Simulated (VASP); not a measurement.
# BaTe (Pm-3m) in VASP: notebook

The runs below take BaTe through single point, with PBE, r2SCAN.

Program: VASP 6.6.1. These are calculated values, not measurements. Logs are shortened: lines on timing, memory, paths and dates and some standing lists are left out, and cuts for length are marked.

## Step 1: The cell of the first run

Symmetry: Pm-3m, No. 221, cubic system. Conventional cell: a = 4.287 Å, b = 4.287 Å, c = 4.287 Å, α = 90.00°, β = 90.00°, γ = 90.00°. Ba (site symmetry m-3m) has 8 Te at 3.71 Å and 6 Ba at 4.29 Å within 4.9 Å. Within 4.9 Å of Te (site symmetry m-3m) lie 8 Ba at 3.71 Å and 6 Te at 4.29 Å.

## Step 2: Single point, PBE (volume changed by +3%)

Input file INCAR:

```
SYSTEM = BaTe
PREC = Accurate
ENCUT = 520
EDIFF = 1E-6
ISMEAR = 0
SIGMA = 0.01
LREAL = .False.
LASPH = .True.
NELM = 60
ALGO = Normal
ISIF = 2
LWAVE = .False.
LCHARG = .False.
GGA = PE
NBANDS = 15
```

Input file KPOINTS:

```
Automatic mesh
0
Gamma
  6 6 6
  0 0 0
```

Input file POSCAR:

```
BaTe
1.0
    4.2868487947      0.0000000000      0.0000000000
    0.0000000000      4.2868487947      0.0000000000
    0.0000000000      0.0000000000      4.2868487947
Ba Te
1 1
Direct
    0.0000000000      0.0000000000      0.0000000000
    0.5000000000      0.5000000000      0.5000000000
```

Potentials or basis: VASP PAW PBE potentials, release 64 (Ba_sv, Te).

On the command line:

```bash
$ cat potpaw_PBE.64/Ba_sv/POTCAR potpaw_PBE.64/Te/POTCAR > POTCAR
$ mpirun -np 1 vasp_std > vasp.out
```

OUTCAR:

```text
SYSTEM = BaTe
   PREC = Accurate
   ENCUT = 520
   EDIFF = 1E-6
   ISMEAR = 0
   LREAL = .False.
   LASPH = .True.
   NELM = 60
   ISIF = 2
   GGA = PE

 ion  position               nearest neighbor table
   1  0.000  0.000  0.000-   2 3.71   2 3.71   2 3.71   2 3.71   2 3.71   2 3.71   2 3.71   2 3.71

   2  0.500  0.500  0.500-   1 3.71   1 3.71   1 3.71   1 3.71   1 3.71   1 3.71   1 3.71   1 3.71

  LATTYP: Found a simple cubic cell.
 ALAT       =     4.2868487947

  Lattice vectors:

 A1 = (   4.2868487947,   0.0000000000,   0.0000000000)
 A2 = (   0.0000000000,   4.2868487947,   0.0000000000)
 A3 = (   0.0000000000,   0.0000000000,   4.2868487947)

Analysis of symmetry for initial positions (statically):
=====================================================================
 Subroutine PRICEL returns:
 Original cell was already a primitive cell.

 Routine SETGRP: Setting up the symmetry group for a
 simple cubic supercell.

 Subroutine GETGRP returns: Found 48 space group operations
 (whereof 48 operations were pure point group operations)
 out of a pool of 48 trial point group operations.

The static configuration has the point symmetry O_h .

Analysis of symmetry for dynamics (positions and initial velocities):
=====================================================================
 Subroutine PRICEL returns:
 Original cell was already a primitive cell.

 Routine SETGRP: Setting up the symmetry group for a
 simple cubic supercell.

 Subroutine GETGRP returns: Found 48 space group operations
 (whereof 48 operations were pure point group operations)
 out of a pool of 48 trial point group operations.

The dynamic configuration has the point symmetry O_h .

 Subroutine INISYM returns: Found 48 space group operations
 (whereof 48 operations are pure point group operations),
 and found     1 'primitive' translations

----------------------------------------------------------------------------------------

                                     Primitive cell

  volume of cell :      78.7797

  direct lattice vectors                    reciprocal lattice vectors
     4.286848795  0.000000000  0.000000000     0.233271582  0.000000000  0.000000000
     0.000000000  4.286848795  0.000000000     0.000000000  0.233271582  0.000000000
     0.000000000  0.000000000  4.286848795     0.000000000  0.000000000  0.233271582

  length of vectors
     4.286848795  4.286848795  4.286848795     0.233271582  0.233271582  0.233271582

  position of ions in fractional coordinates (direct lattice)
     0.000000000  0.000000000  0.000000000
     0.500000000  0.500000000  0.500000000

  ion indices of the primitive-cell ions
   primitive index   ion index
                 1           1
                 2           2

----------------------------------------------------------------------------------------

 KPOINTS: Automatic mesh

Automatic generation of k-mesh.
 Grid dimensions read from file:
 generate k-points for:    6    6    6

 Generating k-lattice:

  Cartesian coordinates                     Fractional coordinates (reciprocal lattice)
     0.038878597  0.000000000  0.000000000     0.166666667  0.000000000  0.000000000
     0.000000000  0.038878597  0.000000000     0.000000000  0.166666667  0.000000000
     0.000000000  0.000000000  0.038878597     0.000000000  0.000000000  0.166666667

  Length of vectors
     0.038878597  0.038878597  0.038878597

  Shift w.r.t. Gamma in fractional coordinates (k-lattice)
     0.000000000  0.000000000  0.000000000

 Subroutine IBZKPT returns following result:
 ===========================================

 Found     20 irreducible k-points:

 Following reciprocal coordinates:
            Coordinates               Weight
  0.000000  0.000000  0.000000      1.000000
  0.166667  0.000000  0.000000      6.000000
  0.333333  0.000000  0.000000      6.000000
  0.500000  0.000000  0.000000      3.000000
  0.166667  0.166667  0.000000     12.000000
  0.333333  0.166667  0.000000     24.000000
[... 12 lines left out ...]
  0.500000  0.500000  0.333333      6.000000
  0.500000  0.500000  0.500000      1.000000
   k-points           NKPTS =     20   k-points in BZ     NKDIM =     20   number of bands    NBANDS=     15
   number of dos      NEDOS =    301   number of ions     NIONS =      2
   total plane-waves  NPLWV =  32768
   dimension x,y,z NGX =    32 NGY =   32 NGZ =   32
   dimension x,y,z NGXF=    64 NGYF=   64 NGZF=   64
   ions per type =               1   1
   NGX,Y,Z   is equivalent  to a cutoff of  12.41, 12.41, 12.41 a.u.
   NGXF,Y,Z  is equivalent  to a cutoff of  24.82, 24.82, 24.82 a.u.
 SYSTEM =  BaTe
   PREC   = accura    normal or accurate (medium, high low for compatibility)
   ISTART =      0    job   : 0-new  1-cont  2-samecut
   ICHARG =      2    charge: 1-file 2-atom 10-const
   ISPIN  =      1    spin polarized calculation?
   LNONCOLLINEAR =      F non collinear calculations
   LSORBIT =      F    spin-orbit coupling
   LASPH  =      T    aspherical Exc in radial PAW
   ENCUT  =  520.0 eV  38.22 Ry    6.18 a.u.   7.97  7.97  7.97*2*pi/ulx,y,z
   NELM   =     60;   NELMIN=  2; NELMDL= -5     # of ELM steps
   EDIFF  = 0.1E-05   stopping-criterion for ELM
   LREAL  =      F    real-space projection
   EDIFFG = 0.1E-04   stopping-criterion for IOM
   NSW    =      0    number of steps for IOM
   IBRION =     -1    ionic relax: 0-MD 1-quasi-New 2-CG
   NFREE  =      0    steps in history (QN), initial steepest desc. (CG)
   ISIF   =      2    stress and relaxation
   ISYM   =      2    0-nonsym 1-usesym 2-fastsym
   POTIM  = 0.5000    time-step for ionic-motion
   TEBEG  =    0.0;   TEEND  =   0.0 temperature during run
   PSTRESS=    0.0 pullay stress
   NELECT =      16.0000    total number of electrons
   NUPDOWN=      -1.0000    fix difference up-down
   EMIN   =  10.00;   EMAX   =-10.00  energy-range for DOS
   EFERMI =   0.00;   METHOD = LEGACY
   ISMEAR =     0;   SIGMA  =   0.01  broadening in eV -4-tet -1-fermi 0-gaus
   EFERMI_NEDOS =   21; number of points for ismear=-14 and -15
   IALGO  =     38    algorithm
   IMIX   =      4    mixing-type and parameters
     AMIX     =   0.40;   BMIX     =  1.00
     AMIX_MAG =   1.60;   BMIX_MAG =  1.00
  volume/ion in A,a.u.               =      39.39       265.82
  Fermi-wavevector in a.u.,A,eV,Ry     =   0.962299  1.818481 12.599256  0.926019
  Thomas-Fermi vector in A             =   2.091746
   LORBIT       =      0    0 simple, 1 ext, 2 COOP (PROOUT), +10 PAW based schemes
   GGA     = PE    functional components
   LHFCALC =     F    Hartree Fock is set to
   AEXX    =    0.0000 exact exchange contribution
   IVDW    =     0    specifies the selected vdW correction
   LEPSILON=     F    determine dielectric tensor
   LRPA    =     F    only Hartree local field effects (RPA)
 non-spin polarized calculation
 Gauss-broadening in eV      SIGMA  =   0.01
  energy-cutoff  :      520.00
  volume of cell :       78.78
 maximum number of plane-waves:      2176
 NGX is ok and might be reduce to    32
   NGX = 15   NGY = 15   NGZ = 15

 number of electron      16.0000000 magnetization

 Free energy of the ion-electron system (eV)
  ---------------------------------------------------
  ext. energy  EPLUGINS =         0.00000000
  ---------------------------------------------------
  free energy    TOTEN  =        -8.28692746 eV

  energy without entropy =       -8.28692746  energy(sigma->0) =       -8.28692746

 E-fermi :   3.7375     XC(G=0):  -8.7126

 val. band max:        3.6833627019   @ k =   0.5000   0.5000   0.0000
 cond. band min:       4.5059747730   @ k =   0.0000   0.0000   0.0000
 fundamental gap:      0.8226120711
 Fermi energy:         3.7375471944

 k-point     1 :       0.0000    0.0000    0.0000
  band No.  band energies     occupation
      1     -24.4771      2.00000
      2      -9.5117      2.00000
      3      -9.5117      2.00000
      4      -9.5117      2.00000
      5      -6.6308      2.00000
      6       3.3071      2.00000
      7       3.3071      2.00000
      8       3.3071      2.00000
      9       4.5060      0.00000
     10       4.5060      0.00000
     11       5.9524      0.00000
     12       8.1750      0.00000
     13       8.1750      0.00000
     14       8.1750      0.00000
     15      12.0585      0.00000

 k-point     2 :       0.1667    0.0000    0.0000
  band No.  band energies     occupation
      1     -24.4711      2.00000
      2      -9.6533      2.00000
      3      -9.5002      2.00000
      4      -9.5002      2.00000
      5      -6.4559      2.00000
      6       2.1553      2.00000
      7       3.1875      2.00000
      8       3.1875      2.00000
      9       4.6563      0.00000
     10       5.3221      0.00000
     11       6.9661      0.00000
     12       8.2604      0.00000
     13       8.2826      0.00000
     14       8.2826      0.00000
     15      10.6999      0.00000

 k-point     3 :       0.3333    0.0000    0.0000
  band No.  band energies     occupation
      1     -24.4592      2.00000
      2      -9.9052      2.00000
      3      -9.4769      2.00000
      4      -9.4769      2.00000
      5      -6.1113      2.00000
      6       0.8712      2.00000
      7       2.9537      2.00000
      8       2.9537      2.00000
      9       5.0303      0.00000
     10       6.8876      0.00000
     11       8.3596      0.00000
     12       8.4502      0.00000
     13       8.6874      0.00000
     14       8.6874      0.00000
     15       9.1903      0.00000
[... 271 lines left out ...]
 k-point    19 :       0.5000    0.5000    0.3333
  band No.  band energies     occupation
      1     -24.4143      2.00000
      2      -9.7839      2.00000
      3      -9.7839      2.00000
      4      -9.6847      2.00000
      5      -5.8333      2.00000
      6       1.0394      2.00000
      7       1.0394      2.00000
      8       1.3438      2.00000
      9       6.8407      0.00000
     10       7.7244      0.00000
     11       7.7244      0.00000
     12       9.1856      0.00000
     13       9.8793      0.00000
     14      10.4471      0.00000
     15      10.5784      0.00000

 k-point    20 :       0.5000    0.5000    0.5000
  band No.  band energies     occupation
      1     -24.4089      2.00000
      2      -9.7651      2.00000
      3      -9.7651      2.00000
      4      -9.7651      2.00000
      5      -5.7354      2.00000
      6       0.8592      2.00000
      7       0.8592      2.00000
      8       0.8592      2.00000
      9       8.3620      0.00000
     10       8.3620      0.00000
     11       8.3620      0.00000
     12       9.8325      0.00000
     13       9.8325      0.00000
     14       9.8325      0.00000
     15       9.9183      0.00000

------------------------ aborting loop because EDIFF is reached ----------------------------------------

  FORCE on cell =-STRESS in cart. coord.  units (eV):
  Direction    XX          YY          ZZ          XY          YZ          ZX
  --------------------------------------------------------------------------------------
  -------------------------------------------------------------------------------------
  Total       -0.2309060     -0.2309060     -0.2309060      0.0000000      0.0000000     -0.0000000
  in kB       -4.6960355     -4.6960355     -4.6960355      0.0000000      0.0000000     -0.0000000
  external PRESSURE =      -4.6960355 kB  Pullay stress =       0.0000000 kB

 VOLUME and BASIS-vectors are now :
 -----------------------------------------------------------------------------
  energy-cutoff  :      520.00
  volume of cell :       78.78
      direct lattice vectors                 reciprocal lattice vectors
     4.286848795  0.000000000  0.000000000     0.233271582  0.000000000  0.000000000
     0.000000000  4.286848795  0.000000000     0.000000000  0.233271582  0.000000000
     0.000000000  0.000000000  4.286848795     0.000000000  0.000000000  0.233271582

 POSITION                                       TOTAL-FORCE (eV/Angst)
 -----------------------------------------------------------------------------------
      0.00000      0.00000      0.00000         0.000000      0.000000      0.000000
      2.14342      2.14342      2.14342         0.000000      0.000000      0.000000
 -----------------------------------------------------------------------------------
    total drift:                                0.000000      0.000000     -0.000000

  FREE ENERGIE OF THE ION-ELECTRON SYSTEM (eV)
  ---------------------------------------------------
  free  energy   TOTEN  =        -8.2869274562 eV

  energy  without entropy=       -8.2869274562  energy(sigma->0) =       -8.28692746
```

It took 12 s on 1 thread of Intel Xeon Platinum 8259CL at 2.50GHz (Skylake/Cascade Lake), shared host; peak memory 0.19 GiB.

What came out:

- Free energy: -8.2869 eV
- Pressure: -0.5 GPa
- Band gap on the k mesh: 0.82 eV, indirect (least direct gap 1.00 eV)

Caveat: spin-orbit coupling is left out, which moves the levels of the heavy elements. A k mesh can miss the band edges.

[end of part 1 of 2]
